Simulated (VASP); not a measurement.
Here is a VASP 6.6.1 calculation.

Contents of INCAR:

```
SYSTEM = Pb
ALGO     = Normal         ! electronic algorithm
EDIFF    = 1E-6           ! SCF threshold, eV
ENCUT    = 520            ! plane-wave cutoff, eV
GGA      = PE             ! functional
ISIF     = 2              ! what is computed and relaxed
ISMEAR   = -1             ! smearing method
LASPH    = .True.         ! aspherical terms in the spheres
LCHARG   = .False.        ! write CHGCAR
LREAL    = .False.        ! projectors in reciprocal space
LWAVE    = .False.        ! write WAVECAR
NBANDS   = 21             ! bands
NELM     = 60             ! most SCF steps
PREC     = Accurate       ! precision mode
SIGMA    = 0.05           ! smearing width, eV
```

File KPOINTS:

```
k-points
0
Gamma
  14 14 8
  0 0 0
```

Contents of POSCAR:

```
Pb
1.0
    2.6133745903      0.0000000000      0.0000000000
   -1.3066872952      2.2632487848      0.0000000000
    0.0000000000      0.0000000000      4.3046887295
Pb
2
Direct
    0.3333333333      0.6666666667      0.2500000000
    0.6666666667      0.3333333333      0.7500000000
```

Potentials or basis: VASP PAW PBE potentials, release 64 (Pb_d).

The run is started by

```bash
$ cat potpaw_PBE.64/Pb_d/POTCAR > POTCAR
$ mpirun -np 1 vasp_std > vasp.out
```

**Question.** Estimate the pressure.

**Answer.** 349.1 GPa.

**Question.** Estimate the band gap on the k mesh.

**Answer.** Zero (bands 14 and 15 overlap by 11.23 eV).

Stress tensor (GPa, compression positive):
```
348.95   0.00   0.00
  0.00 348.95   0.00
  0.00   0.00 349.50
```

Caveat: the cell stands under pressure; spin-orbit coupling is left out, which moves the levels of the heavy elements.
